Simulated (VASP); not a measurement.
# Ni (I4/mmm) in VASP: single point with PBE

Aim: the single point of Ni with PBE.

Program: VASP 6.6.1. These are calculated values, not measurements. Logs are shortened: lines on timing, memory, paths and dates and some standing lists are left out, and cuts for length are marked.

**1. The cell of the first run**

The structure is tetragonal, space group I4/mmm (No. 139). The conventional cell has a = 2.687 Å, b = 2.687 Å, c = 3.519 Å, α = 90.00°, β = 90.00°, γ = 90.00°. Within 3.4 Å of Ni (site symmetry 4/mmm) lie 12 Ni at 2.59 to 2.69 Å.

**2. Single point, PBE, collinear spin, ferromagnetic start (strain +0.080 along x and y, +0.000 along z)**

INCAR

```
PREC     = Accurate       # precision mode
ENCUT    = 520            # plane-wave cutoff, eV
EDIFF    = 1E-7           # SCF threshold, eV
ISMEAR   = 0              # smearing method
SIGMA    = 0.15           # smearing width, eV
LREAL    = False          # projectors in reciprocal space
LASPH    = True           # aspherical terms in the spheres
NELM     = 150            # most SCF steps
ALGO     = Normal         # electronic algorithm
ISIF     = 2              # what is computed and relaxed
LWAVE    = False          # write WAVECAR
LCHARG   = True           # write CHGCAR
ISPIN    = 2              # spin polarisation
MAGMOM   = 0.75           # initial moments
LORBIT   = 11             # projections on sites
LMAXMIX  = 4              # l up to which the mixer works
GGA      = PE             # functional
LELF     = True           # ELF
LVHAR    = True         
NBANDS   = 15             # bands
```

KPOINTS

```
Automatic mesh
0
Gamma
  30 30 30
```

POSCAR

```
Ni
1.0
    0.0000000000      1.9000015022      1.7592606502
    1.9000015022      0.0000000000      1.7592606502
    1.9000015022      1.9000015022      0.0000000000
Ni
1
Direct
    0.0000000000      0.0000000000      0.0000000000
```

Potentials or basis: VASP PAW PBE potentials, release 64 (Ni).

Run with:

```bash
$ cat potpaw_PBE.64/Ni/POTCAR > POTCAR
$ mpirun -np 1 vasp_std > vasp.out
```

OUTCAR:

```text
PREC = Accurate
   ENCUT = 520
   EDIFF = 1E-7
   ISMEAR = 0
   LREAL = False
   LASPH = True
   NELM = 150
   ISIF = 2
   ISPIN = 2
   LORBIT = 11
   GGA = PE

 ion  position               nearest neighbor table
   1  0.000  0.000  0.000-

  LATTYP: Found a body centered tetragonal cell.
 ALAT       =     2.6870078929
 C/A-ratio  =     1.3094570022

  Lattice vectors:

 A1 = (   0.0000000000,  -1.9000015022,  -1.7592606502)
 A2 = (   0.0000000000,   1.9000015022,  -1.7592606502)
 A3 = (   1.9000015022,   0.0000000000,   1.7592606502)

Analysis of symmetry for initial positions (statically):
=====================================================================
 Subroutine PRICEL returns:
 Original cell was already a primitive cell.

 Routine SETGRP: Setting up the symmetry group for a
 body centered tetragonal supercell.

 Subroutine GETGRP returns: Found 16 space group operations
 (whereof 16 operations were pure point group operations)
 out of a pool of 16 trial point group operations.

The static configuration has the point symmetry D_4h.

Analysis of symmetry for dynamics (positions and initial velocities):
=====================================================================
 Subroutine PRICEL returns:
 Original cell was already a primitive cell.

 Routine SETGRP: Setting up the symmetry group for a
 body centered tetragonal supercell.

 Subroutine GETGRP returns: Found 16 space group operations
 (whereof 16 operations were pure point group operations)
 out of a pool of 16 trial point group operations.

The dynamic configuration has the point symmetry D_4h.

Analysis of structural, dynamic, and magnetic symmetry:
=====================================================================
 Subroutine PRICEL returns:
 Original cell was already a primitive cell.

 Routine SETGRP: Setting up the symmetry group for a
 body centered tetragonal supercell.

 Subroutine GETGRP returns: Found 16 space group operations
 (whereof 16 operations were pure point group operations)
 out of a pool of 16 trial point group operations.

The overall configuration has the point symmetry D_4h.

 Subroutine INISYM returns: Found 16 space group operations
 (whereof 16 operations are pure point group operations),
 and found     1 'primitive' translations

----------------------------------------------------------------------------------------

                                     Primitive cell

  volume of cell :      12.7019

  direct lattice vectors                    reciprocal lattice vectors
     0.000000000  1.900001502  1.759260650    -0.263157687  0.263157687  0.284210302
     1.900001502  0.000000000  1.759260650     0.263157687 -0.263157687  0.284210302
     1.900001502  1.900001502  0.000000000     0.263157687  0.263157687 -0.284210302

  length of vectors
     2.589402198  2.589402198  2.687007893     0.468272818  0.468272818  0.468272818

  position of ions in fractional coordinates (direct lattice)
     0.000000000  0.000000000  0.000000000

  ion indices of the primitive-cell ions
   primitive index   ion index
                 1           1

----------------------------------------------------------------------------------------

 KPOINTS: Automatic mesh

Automatic generation of k-mesh.
 Grid dimensions read from file:
 generate k-points for:   30   30   30

 Generating k-lattice:

  Cartesian coordinates                     Fractional coordinates (reciprocal lattice)
    -0.008771923  0.008771923  0.009473677     0.033333333  0.000000000  0.000000000
     0.008771923 -0.008771923  0.009473677     0.000000000  0.033333333  0.000000000
     0.008771923  0.008771923 -0.009473677     0.000000000  0.000000000  0.033333333

  Length of vectors
     0.015609094  0.015609094  0.015609094

  Shift w.r.t. Gamma in fractional coordinates (k-lattice)
     0.000000000  0.000000000  0.000000000

 Subroutine IBZKPT returns following result:
 ===========================================

 Found   1992 irreducible k-points:

 Following reciprocal coordinates:
            Coordinates               Weight
  0.000000  0.000000  0.000000      1.000000
  0.033333  0.000000  0.000000      8.000000
  0.066667  0.000000  0.000000      8.000000
  0.100000  0.000000  0.000000      8.000000
  0.133333  0.000000  0.000000      8.000000
  0.166667  0.000000  0.000000      8.000000
[... 16 lines left out ...]
  0.233333  0.033333  0.000000      8.000000
  0.266667  0.033333  0.000000      8.000000
 [... further k-points ...]
   k-points           NKPTS =   1992   k-points in BZ     NKDIM =   1992   number of bands    NBANDS=     15
   number of dos      NEDOS =    301   number of ions     NIONS =      1
   total plane-waves  NPLWV =   8000
   dimension x,y,z NGX =    20 NGY =   20 NGZ =   20
   dimension x,y,z NGXF=    40 NGYF=   40 NGZF=   40
   ions per type =               1
   NGX,Y,Z   is equivalent  to a cutoff of  12.84, 12.84, 12.37 a.u.
   NGXF,Y,Z  is equivalent  to a cutoff of  25.68, 25.68, 24.75 a.u.
 SYSTEM =  unknown system
   PREC   = accura    normal or accurate (medium, high low for compatibility)
   ISTART =      0    job   : 0-new  1-cont  2-samecut
   ICHARG =      2    charge: 1-file 2-atom 10-const
   ISPIN  =      2    spin polarized calculation?
   LNONCOLLINEAR =      F non collinear calculations
   LSORBIT =      F    spin-orbit coupling
   LASPH  =      T    aspherical Exc in radial PAW
   ENCUT  =  520.0 eV  38.22 Ry    6.18 a.u.   4.81  4.81  5.00*2*pi/ulx,y,z
   NELM   =    150;   NELMIN=  2; NELMDL= -5     # of ELM steps
   EDIFF  = 0.1E-06   stopping-criterion for ELM
   LREAL  =      F    real-space projection
   EDIFFG = 0.1E-05   stopping-criterion for IOM
   NSW    =      0    number of steps for IOM
   IBRION =     -1    ionic relax: 0-MD 1-quasi-New 2-CG
   NFREE  =      0    steps in history (QN), initial steepest desc. (CG)
   ISIF   =      2    stress and relaxation
   ISYM   =      2    0-nonsym 1-usesym 2-fastsym
   POTIM  = 0.5000    time-step for ionic-motion
   TEBEG  =    0.0;   TEEND  =   0.0 temperature during run
   PSTRESS=    0.0 pullay stress
   NELECT =      10.0000    total number of electrons
   NUPDOWN=      -1.0000    fix difference up-down
   EMIN   =  10.00;   EMAX   =-10.00  energy-range for DOS
   EFERMI =   0.00;   METHOD = LEGACY
   ISMEAR =     0;   SIGMA  =   0.15  broadening in eV -4-tet -1-fermi 0-gaus
   EFERMI_NEDOS =   21; number of points for ismear=-14 and -15
   IALGO  =     38    algorithm
   IMIX   =      4    mixing-type and parameters
     AMIX     =   0.40;   BMIX     =  1.00
     AMIX_MAG =   1.60;   BMIX_MAG =  1.00
  volume/ion in A,a.u.               =      12.70        85.72
  Fermi-wavevector in a.u.,A,eV,Ry     =   1.511653  2.856610 31.090606  2.285095
  Thomas-Fermi vector in A             =   2.621682
   LORBIT       =     11    0 simple, 1 ext, 2 COOP (PROOUT), +10 PAW based schemes
   GGA     = PE    functional components
   LHFCALC =     F    Hartree Fock is set to
   AEXX    =    0.0000 exact exchange contribution
   IVDW    =     0    specifies the selected vdW correction
   LEPSILON=     F    determine dielectric tensor
   LRPA    =     F    only Hartree local field effects (RPA)
 spin polarized calculation
 Gauss-broadening in eV      SIGMA  =   0.15
  energy-cutoff  :      520.00
  volume of cell :       12.70
 maximum number of plane-waves:       354
   NGX =  9   NGY =  9   NGZ =  9

 number of electron      10.0000008 magnetization       0.6648995

 Free energy of the ion-electron system (eV)
  ---------------------------------------------------
  ext. energy  EPLUGINS =         0.00000000
  ---------------------------------------------------
  free energy    TOTEN  =        -5.33488267 eV

  energy without entropy =       -5.31133301  energy(sigma->0) =       -5.32310784

 E-fermi :   7.3579     XC(G=0): -12.3664

 val. band max:        7.3573985949   @ k =  -0.4333   0.3000   0.1667
 cond. band min:       7.3579821208   @ k =  -0.4000   0.0333   0.1667
 fundamental gap:      0.0005835259
 Fermi energy:         7.3578757946

 spin component 1

 k-point     1 :       0.0000    0.0000    0.0000
  band No.  band energies     occupation
      1      -0.6247      1.00000
      2       5.1517      1.00000
      3       5.1517      1.00000
      4       5.5015      1.00000
      5       5.9977      1.00000
      6       6.3877      1.00000
      7      29.8691      0.00000
      8      32.3597      0.00000
      9      32.3597      0.00000
     10      32.7619      0.00000
     11      34.9154      0.00000
     12      35.1941      0.00000
     13      35.1941      0.00000
     14      38.0208      0.00000
     15      40.9768      0.00000
[... 397 lines left out ...]
 k-point    24 :       0.2667    0.0333    0.0000
  band No.  band energies     occupation
      1       1.5437      1.00000
      2       5.0245      1.00000
      3       5.2855      1.00000
      4       5.6058      1.00000
      5       6.2715      1.00000
      6       6.2789      1.00000
      7      19.9921      0.00000
      8      28.6275      0.00000
      9      28.6991      0.00000
     10      32.7769      0.00000
     11      34.8866      0.00000
     12      35.9362      0.00000
     13      36.3899      0.00000
     14      40.5208      0.00000
     15      42.7761      0.00000

 [... further k-points ...]

 Fermi energy:         7.3578757946

 spin component 2

 k-point     1 :       0.0000    0.0000    0.0000
  band No.  band energies     occupation
      1      -0.6721      1.00000
      2       5.9549      1.00000
      3       5.9549      1.00000
      4       6.2930      1.00000
      5       6.6310      1.00000
      6       6.9931      0.99971
      7      29.6725      0.00000
      8      32.3317      0.00000
      9      32.3317      0.00000
     10      32.8012      0.00000
     11      34.9554      0.00000
     12      35.2975      0.00000
     13      35.2975      0.00000
     14      37.8810      0.00000
     15      41.1313      0.00000
[... 397 lines left out ...]
 k-point    24 :       0.2667    0.0333    0.0000
  band No.  band energies     occupation
      1       1.5291      1.00000
      2       5.7134      1.00000
      3       6.0165      1.00000
      4       6.3472      1.00000
      5       6.9445      0.99995
      6       6.9934      0.99970
      7      20.1188      0.00000
      8      28.6178      0.00000
      9      28.7226      0.00000
     10      32.7772      0.00000
     11      34.9029      0.00000
     12      35.9777      0.00000
     13      36.3251      0.00000
     14      40.6272      0.00000
     15      42.8386      0.00000

 [... further k-points ...]
[... 5 lines left out ...]
  --------------------------------------------------------------------------------------
  -------------------------------------------------------------------------------------
  Total       -1.7291575     -1.7291575     -1.3629456      0.0000000      0.0000000      0.0000000
  in kB     -218.1107510   -218.1107510   -171.9178762      0.0000000      0.0000000      0.0000000
  external PRESSURE =    -202.7131261 kB  Pullay stress =       0.0000000 kB

 VOLUME and BASIS-vectors are now :
 -----------------------------------------------------------------------------
  energy-cutoff  :      520.00
  volume of cell :       12.70
      direct lattice vectors                 reciprocal lattice vectors
     0.000000000  1.900001502  1.759260650    -0.263157687  0.263157687  0.284210302
     1.900001502  0.000000000  1.759260650     0.263157687 -0.263157687  0.284210302
     1.900001502  1.900001502  0.000000000     0.263157687  0.263157687 -0.284210302

 POSITION                                       TOTAL-FORCE (eV/Angst)
 -----------------------------------------------------------------------------------
      0.00000      0.00000      0.00000         0.000000      0.000000      0.000000
 -----------------------------------------------------------------------------------
    total drift:                                0.000000      0.000000      0.000000

  FREE ENERGIE OF THE ION-ELECTRON SYSTEM (eV)
  ---------------------------------------------------
  free  energy   TOTEN  =        -5.3348826745 eV

  energy  without entropy=       -5.3113330128  energy(sigma->0) =       -5.32310784

 total charge

# of ion       s       p       d       tot
------------------------------------------
    1        0.438   0.376   8.263   9.077

 magnetization (x)

# of ion       s       p       d       tot
------------------------------------------
    1       -0.006  -0.023   0.720   0.691
```

Run time: 12 min. Hardware: 1 thread of Intel Xeon 6975P-C, shared host; peak memory 0.62 GiB.

Results:

| Quantity | Value |
| --- | --- |
| Free energy | -5.3349 eV |
| Pressure | -20.3 GPa |
| Net moment | 0.66 μB per cell |
| Site moments | Ni +0.69 μB |
| Valence electrons inside the program's atomic spheres | Ni 9.08 |

Stress tensor (GPa, compression positive):
```
-21.81   0.00   0.00
  0.00 -21.81   0.00
  0.00   0.00 -17.19
```

Caveat: the cell differs from its parent crystal (strain +0.080 along x and y, +0.000 along z).
